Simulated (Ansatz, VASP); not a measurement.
**Tl2Ru in VASP and in Ansatz**

INCAR

```
PREC = Accurate ; ENCUT = 600
EDIFF = 1E-7 ; ISMEAR = 0
SIGMA = 0.1 ; LREAL = F
LASPH = T ; NELM = 60
ALGO = Fast ; ISIF = 3
LWAVE = F ; LCHARG = F
GGA = PE ; IBRION = 2
NSW = 90 ; EDIFFG = -0.04
```

Contents of KPOINTS:

```
Automatic mesh
0
Gamma
  6 6 6
```

The input POSCAR:

```
Tl2Ru
1.0
   -1.9123249542      1.9123249542      4.6911721532
    1.9123249542     -1.9123249542      4.6911721532
    1.9123249542      1.9123249542     -4.6911721532
Tl Ru
2 1
Direct
    0.6650000000      0.6650000000      0.0000000000
    0.3350000000      0.3350000000      0.0000000000
    0.0000000000      0.0000000000      0.0000000000
```

Input for Ansatz:

```yaml
crystal:
  lattice:
    - [-1.9123249542, 1.9123249542, 4.6911721532]
    - [1.9123249542, -1.9123249542, 4.6911721532]
    - [1.9123249542, 1.9123249542, -4.6911721532]
  atoms:
    - { symbol: Tl, position: [0.665, 0.665, 0.0] }
    - { symbol: Tl, position: [0.335, 0.335, 0.0] }
    - { symbol: Ru, position: [0.0, 0.0, 0.0] }
basis:
  ecutwfc: 420
kpoints:
  mp_grid: { grid: [6, 6, 6] }
hamiltonian:
  xc: pbe
scf:
  occupations: { method: gaussian, width: 0.1 }
  lower_state_search: "off"
output:
  forces: true
  stress: true
  eigenvalues: true
relax:
  adjacent_minimum: "off"
  f_tol: 0.04
  max_steps: 70
  cell: { stress_tol: 0.4 }
```

Alike in both runs: task relaxation of cell and atoms; functional PBE; k mesh 6 × 6 × 6; occupations gaussian, width 0.1 eV; no spin polarisation.

|  | VASP | Ansatz |
| --- | --- | --- |
| version | VASP 6.6.1 | Ansatz 0.2.0 |
| potentials or method | VASP PAW PBE potentials, release 64 (Tl_d, Ru_pv), cutoff 600 eV | scalar-relativistic, plane waves, PAW |
| valence electrons in the cell | 40 | 42 |

|  | VASP | Ansatz | Ansatz less VASP |
| --- | --- | --- | --- |
| gap on the k mesh at the Fermi level, each at its own relaxed structure (eV) | none | none | - |
| relaxed volume (Å³/atom) | 22.09 | 22.07 | -0.015 |
| relaxed cell length with the largest relative difference (Å) | 6.247 | 6.231 | -0.0162 |

A gap of «none» marks a metal or a gap that the smearing closes. VASP's potentials hold 40 valence electrons a cell and Ansatz's 42, so a difference there can come from the potentials and not from the codes.

The k mesh is coarse, so the values compare programs but aren't converged. Spin-orbit coupling is off throughout.
